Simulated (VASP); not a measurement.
A run of VASP 6.6.1:

The input INCAR:

```
PREC = Accurate
ENCUT = 520
EDIFF = 1E-6
ISMEAR = 0
SIGMA = 0.1
LREAL = F
LASPH = T
NELM = 60
ALGO = Fast
ISIF = 2
LWAVE = F
LCHARG = T
GGA = PE
LELF = T
LVHAR = T
NBANDS = 37
```

Contents of KPOINTS:

```
regular mesh
0
Gamma
  14 14 4
```

The input POSCAR:

```
TiAl4Ni3
1.0
    2.8798628376      0.0000000000      0.0000000000
    0.0000000000      2.8798628376      0.0000000000
    0.0000000000      0.0000000000     12.6675640126
Ti Al Ni
1 4 3
Direct
    0.5000000000      0.5000000000      0.0000000000
    0.0000000000      0.0000000000      0.8442968872
    0.0000000000      0.0000000000      0.1557031128
    0.0000000000      0.0000000000      0.3853711100
    0.0000000000      0.0000000000      0.6146288900
    0.5000000000      0.5000000000      0.2709767176
    0.5000000000      0.5000000000      0.5000000000
    0.5000000000      0.5000000000      0.7290232824
```

Potentials or basis: VASP PAW PBE potentials, release 64 (Ti_sv, Al, Ni).

Launch:

```bash
$ cat potpaw_PBE.64/Ti_sv/POTCAR potpaw_PBE.64/Al/POTCAR potpaw_PBE.64/Ni/POTCAR > POTCAR
$ mpirun -np 1 vasp_std > vasp.out
```

Hardware: 1 thread of Intel(R) Xeon(R) 6975P-C (Granite Rapids) (shared host).

Task: Estimate the wall time of this run.

Result: Wall time 4.6 min on 1 thread of Intel(R) Xeon(R) 6975P-C (Granite Rapids) (shared host), peak memory 0.49 GiB. Counts: scf iterations 22, k points 108.
